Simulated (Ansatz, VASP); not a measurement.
## One calculation of ZnS, two programs

The input INCAR:

```
ALGO = Normal
EDIFF = 1E-6
ENCUT = 520
GGA = PS
ISIF = 2
ISMEAR = -1
LASPH = True
LCHARG = False
LREAL = False
LWAVE = False
NBANDS = 16
NELM = 100
PREC = Accurate
SIGMA = 0.01
```

KPOINTS

```
k-points
0
Gamma
  8 8 8
```

The input POSCAR:

```
ZnS
1.0
    0.0000000000      2.6956042803      2.6956042803
    2.6956042803      0.0000000000      2.6956042803
    2.6956042803      2.6956042803      0.0000000000
Zn S
1 1
Direct
    0.0000000000      0.0000000000      0.0000000000
    0.7500000000      0.7500000000      0.7500000000
```

Input for Ansatz:

```yaml
crystal:
  lattice:
    - [0.0, 2.6956042803, 2.6956042803]
    - [2.6956042803, 0.0, 2.6956042803]
    - [2.6956042803, 2.6956042803, 0.0]
  atoms:
    - { symbol: Zn, position: [0.0, 0.0, 0.0] }
    - { symbol: S, position: [0.75, 0.75, 0.75] }
kpoints:
  mp_grid: { grid: [8, 8, 8] }
  band_path:
    path:
      - [0.0, 0.0, 0.0]
      - [-0.5, -0.5, 0.0]
      - [-0.375, -0.375, 0.25]
      - [-0.375, 0.0, 0.375]
      - [0.0, 0.0, 0.0]
      - [0.0, 0.0, 0.5]
      - [-0.5, -0.25, 0.25]
      - [-0.5, -0.5, 0.0]
    npoints: 5
scf:
  occupations: { method: fermi_dirac, width: 0.01 }
hamiltonian:
  xc: pbesol
  pseudopotentials: { kind: all_electron, lapw: { basis_error: 0.00025 } }
output:
  forces: true
  stress: true
  eigenvalues: true
```

Change from the starting cell: volume scaled by 0.99.

Alike in both runs: task single point; functional PBEsol; k mesh 8 × 8 × 8; occupations fermi-dirac, width 0.01 eV; no spin polarisation.

|  | VASP | Ansatz |
| --- | --- | --- |
| version | VASP 6.6.1 | Ansatz 0.2.0 |
| potentials or method | VASP PAW PBE potentials, release 64 (Zn, S), cutoff 520 eV | all-electron LAPW, scalar-relativistic |

VASP gave:

```
gap on the k mesh at the Fermi level (eV) : 2.01
pressure (GPa)                            : -1.3
```

Question: Estimate Ansatz's values.

Answer: gap on the k mesh at the Fermi level (eV): 2.01; pressure (GPa): -1.5.

VASP's potentials were made for PBE, not for PBEsol. Ansatz ran all-electron here, and VASP with PAW potentials.
